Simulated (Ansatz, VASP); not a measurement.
**One calculation of Mg3Te2O, two programs**

```xyz
6
Lattice="4.4262 0.0000 0.0000 0.0000 4.4262 0.0000 0.0000 0.0000 7.1961" Properties=species:S:1:pos:R:3 pbc="T T T"
Mg    2.2131    0.0000    4.4786
Mg    0.0000    2.2131    4.4786
Mg    2.2131    2.2131    2.1709
Te    2.2131    0.0000    0.2557
Te    0.0000    2.2131    0.2557
O     0.0000    0.0000    4.3498
```

Alike in both runs: functional PBE; k mesh 4 × 4 × 4; occupations gaussian, width 0.1 eV; no spin polarisation.

Ansatz relaxed the structure, and its values are those at the end. VASP's run is a single point on that final structure, the one shown.

|  | VASP | Ansatz |
| --- | --- | --- |
| version | VASP 6.6.1 | Ansatz 0.2.0 |
| potentials or method | VASP PAW PBE potentials, release 64 (Mg, Te, O), cutoff 520 eV | scalar-relativistic, plane waves, PAW |
| valence electrons in the cell | 24 | 68 |

```csv
,VASP,Ansatz,Ansatz less VASP
gap on the k mesh at the Fermi level (eV),none,none,-
pressure (GPa),0.0,0.1,+0.11
rms of the force components (eV/Å),0.008,0.010,+0.0016
```

A gap of «none» marks a metal or a gap that the smearing closes. The functional is the same, so the differences come from potentials, cutoffs and numerics. VASP's potentials hold 24 valence electrons a cell and Ansatz's 68, so a difference there can come from the potentials and not from the codes.

Spin-orbit coupling is off throughout.
